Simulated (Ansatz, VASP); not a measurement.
One calculation of Si, two programs

```
Si
1.0
     0.00000    0.00000    3.61521
     1.83770   -4.63471    0.00000
     5.51310    4.63471    0.00000
Si
6
Direct
  0.50000 0.50712 0.16429
  0.50000 0.00712 0.66429
  0.50000 0.99288 0.33571
  0.50000 0.49288 0.83571
  0.00000 0.25000 0.25000
  0.00000 0.75000 0.75000
```

Alike in both runs: task single point; functional PBE; k mesh 6 × 6 × 4; occupations gaussian, width 0.2 eV; no spin polarisation.

|  | VASP | Ansatz |
| --- | --- | --- |
| version | VASP 6.6.1 | Ansatz 0.2.0 |
| potentials or method | VASP PAW PBE potentials, release 64 (Si), cutoff 520 eV | scalar-relativistic, plane waves, PAW |
| valence electrons in the cell | 24 | 24 |

|  | VASP | Ansatz | Ansatz less VASP |
| --- | --- | --- | --- |
| gap on the k mesh at the Fermi level (eV) | none | none | - |
| pressure (GPa) | -0.1 | 0.0 | +0.06 |
| traceless stress, the component that is largest in VASP (GPa) | -0.23 | -0.21 | +0.021 |
| rms of the force components (eV/Å) | 0.008 | 0.007 | -0.0008 |

Atom by atom the forces differ by 0.001 eV/Å (rms over components). A gap of «none» marks a metal or a gap that the smearing closes.
